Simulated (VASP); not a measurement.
Input of a VASP 6.6.1 run:

INCAR

```
SYSTEM = P
PREC = Accurate
ENCUT = 520
EDIFF = 1E-6
ISMEAR = 0
SIGMA = 0.15
LREAL = .FALSE.
LASPH = .TRUE.
NELM = 100
ALGO = Normal
ISIF = 2
LWAVE = .FALSE.
LCHARG = .FALSE.
NBANDS = 8
```

KPOINTS

```
Automatic mesh
0
G
  12 12 12
  0 0 0
```

File POSCAR:

```
P
1.0
    4.2729048574      0.0000000000      0.0000000000
    0.0000000000      4.2729048574      0.0000000000
    0.0000000000      0.0000000000      4.3780000000
P
1
Direct
    0.0000000000      0.0000000000      0.0000000000
```

Potentials or basis: VASP PAW LDA potentials, release 64 (P).

Launch:

```sh
$ cat potpaw_LDA.64/P/POTCAR > POTCAR
$ mpirun -np 1 vasp_std > vasp.out
```

Q: What does it give for the pressure?

A: -4.1 GPa.

Q: Estimate the band gap on the k mesh.

A: Zero (an odd number of electrons rules out a gap without spin polarisation).

Stress tensor (GPa, compression positive):
```
-4.26  0.00  0.00
 0.00 -4.26  0.00
 0.00  0.00 -3.84
```

Caveat: the cell stands under tension.
